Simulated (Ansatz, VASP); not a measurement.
## Two plane-wave programs on Te2Mo

```
Te Mo
1.0
     6.36161    0.00000    0.00000
     0.00000    3.48040    0.00000
    -0.08574    0.00000   36.17589
Te Mo
4 2
Direct
  0.07915 0.75000 0.44347
  0.92085 0.25000 0.55653
  0.57075 0.25000 0.45930
  0.42925 0.75000 0.54070
  0.81865 0.75000 0.50253
  0.18135 0.25000 0.49747
```

Alike in both runs: task single point; functional LDA; k mesh 6 × 10 × 1; no spin polarisation.

|  | VASP | Ansatz |
| --- | --- | --- |
| version | VASP 6.6.1 | Ansatz 0.2.0 |
| potentials or method | VASP PAW LDA potentials, release 64 (Te, Mo_sv), cutoff 520 eV | scalar-relativistic, plane waves, PAW |
| occupations | methfessel-paxton of order 1, width 0.05 eV | cold, width 0.05 eV |
| valence electrons in the cell | 52 | 92 |

|  | VASP | Ansatz | Ansatz less VASP |
| --- | --- | --- | --- |
| gap on the k mesh at the Fermi level (eV) | none | none | - |
| rms of the force components (eV/Å) | 0.194 | 0.215 | +0.0206 |

LDA's correlation is that of Perdew and Zunger in VASP and of Perdew and Wang (1992) in Ansatz. Atom by atom the forces differ by 0.021 eV/Å (rms over components). A gap of «none» marks a metal or a gap that the smearing closes. VASP's potentials hold 52 valence electrons a cell and Ansatz's 92, so a difference there can come from the potentials and not from the codes.

Spin-orbit coupling is off throughout.
